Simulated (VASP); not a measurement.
Set up this calculation in VASP 6.6.1, as the native input.

| Quantity | Value |
| --- | --- |
| Task | relaxation of cell and atoms |
| Functional | PBEsol |
| Potentials or basis | VASP PAW PBE potentials, release 64 (Ca_sv, S) |
| Cutoff | 500 eV |
| k mesh | 8 × 8 × 8 |
| Occupations | gaussian, width 0.01 eV |
| Spin | no spin polarisation |
| Target pressure | 7 GPa |
| Dipole correction | no |
| Further INCAR settings | ALGO = Normal; EDIFF = 1e-07; IBRION = 2; EDIFFG = -0.002; NSW = 100; ISIF = 3 |

The structure of CaS (Oldhamite) lies in POSCAR:

```
CaS
1.0
    0.0000000000      2.8171705071      2.8171705071
    2.8171705071      0.0000000000      2.8171705071
    2.8171705071      2.8171705071      0.0000000000
Ca S
1 1
Direct
    0.0000000000      0.0000000000      0.0000000000
    0.5000000000      0.5000000000      0.5000000000
```

One way to write it, as run:

INCAR

```
  PREC = Accurate
  ENCUT = 500
  EDIFF = 1E-7
  ISMEAR = 0
  SIGMA = 0.01
  LREAL = F
  LASPH = T
  NELM = 120
  ALGO = Normal
  ISIF = 3
  LWAVE = F
  LCHARG = F
  GGA = PS
  IBRION = 2
  NSW = 100
  EDIFFG = -0.002
  PSTRESS = 70.0
  GGA_COMPAT = F
  NELMIN = 4
```

KPOINTS

```
Automatic mesh
0
Gamma
  8 8 8
```

Potentials or basis: VASP PAW PBE potentials, release 64 (Ca_sv, S).

Run with:

```bash
$ cat potpaw_PBE.64/Ca_sv/POTCAR potpaw_PBE.64/S/POTCAR > POTCAR
$ mpirun -np 1 vasp_std > vasp.out
```

It gave:

| Property | Result |
| --- | --- |
| Relaxed volume | 20.42 Å³/atom |
| Relaxed cell | a = 3.865 Å, b = 3.865 Å, c = 3.865 Å, α = 60.00°, β = 60.00°, γ = 60.00° |
| Space group after relaxing (to 0.05 Å) | Fm-3m (No. 225) |
| Energy change on relaxing (the enthalpy is what falls) | +40.1 meV/atom |
| Ionic steps | 3 |
| Pressure after relaxing | 7.0 GPa |
| Band gap on the k mesh | 1.89 eV, indirect (least direct gap 2.79 eV) |

Caveat: the cell is relaxed towards a set pressure, so the enthalpy falls and the energy may rise; the PAW data sets were made with another functional, which shifts forces and pressure a little.

Run time: 96 s on 1 thread of Intel Xeon 8259CL, with other jobs on the host, peak memory 0.18 GiB.
